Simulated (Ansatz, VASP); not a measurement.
**AlN in VASP and in Ansatz**

Contents of INCAR:

```
SYSTEM = AlN
PREC = Accurate
ENCUT = 520
EDIFF = 1E-6
ISMEAR = 0
SIGMA = 0.05
LREAL = .FALSE.
LASPH = .TRUE.
NELM = 80
ALGO = Normal
ISIF = 2
LWAVE = .FALSE.
LCHARG = .TRUE.
GGA = CA
LELF = .TRUE.
LVHAR = .TRUE.
NBANDS = 26
```

KPOINTS

```
regular mesh
0
G
  8 8 3
  0 0 0
```

File POSCAR:

```
AlN
1.0
   -3.0886152975      0.0000000000      0.0000000000
   -1.5443076488     -2.6748193102      0.0000000000
   -0.2573846081     -0.4458032184     11.8871685333
Al N
4 4
Direct
    0.3333333333      0.2079453598      0.7523278410
    0.3333333333      0.2772579727      0.3364521636
    0.6666666667      0.6452476125      0.1285143249
    0.6666666667      0.5759349996      0.5443900023
    0.3333333333      0.3200960810      0.0794235138
    0.3333333333      0.2507834681      0.4952991913
    0.6666666667      0.6187731079      0.2873613526
    0.6666666667      0.5494604950      0.7032370300
```

Input for Ansatz:

```yaml
crystal:
  lattice:
    - [-3.0886152975, 0.0, 0.0]
    - [-1.5443076488, -2.6748193102, 0.0]
    - [-0.2573846081, -0.4458032184, 11.8871685333]
  atoms:
    - { symbol: Al, position: [0.3333333333, 0.2079453598, 0.752327841] }
    - { symbol: Al, position: [0.3333333333, 0.2772579727, 0.3364521636] }
    - { symbol: Al, position: [0.6666666667, 0.6452476125, 0.1285143249] }
    - { symbol: Al, position: [0.6666666667, 0.5759349996, 0.5443900023] }
    - { symbol: "N", position: [0.3333333333, 0.320096081, 0.0794235138] }
    - { symbol: "N", position: [0.3333333333, 0.2507834681, 0.4952991913] }
    - { symbol: "N", position: [0.6666666667, 0.6187731079, 0.2873613526] }
    - { symbol: "N", position: [0.6666666667, 0.549460495, 0.70323703] }
basis:
  ecutwfc: 520.0
kpoints:
  mp_grid: { grid: [8, 8, 3] }
hamiltonian:
  xc: lda
  pseudopotentials: { kind: paw, azcp: { folder: soft_1 } }
scf:
  occupations: { method: gaussian, width: 0.05 }
output:
  forces: true
  stress: true
  eigenvalues: true
```

Alike in both runs: task single point; functional LDA; k mesh 8 × 8 × 3; occupations gaussian, width 0.05 eV; no spin polarisation.

|  | VASP | Ansatz |
| --- | --- | --- |
| version | VASP 6.6.1 | Ansatz 0.2.0 |
| potentials or method | VASP PAW LDA potentials, release 64 (Al, N), cutoff 520 eV | scalar-relativistic, plane waves, PAW |
| valence electrons in the cell | 32 | 32 |

VASP gave:

| Property | Result |
| --- | --- |
| gap on the k mesh at the Fermi level (eV) | none |
| pressure (GPa) | -2.1 |
| traceless stress, the component that is largest in VASP (GPa) | -2.99 |
| rms of the force components (eV/Å) | 0.846 |

Q: Estimate Ansatz's values.

A: gap on the k mesh at the Fermi level (eV): none; pressure (GPa): -2.6; traceless stress, the component that is largest in VASP (GPa): -2.77; rms of the force components (eV/Å): 0.852.

Ansatz warns that its potentials were made for another functional, while VASP's fit it. LDA's correlation is that of Perdew and Zunger in VASP and of Perdew and Wang (1992) in Ansatz. Atom by atom the forces differ by 0.010 eV/Å (rms over components). A gap of «none» marks a metal or a gap that the smearing closes.
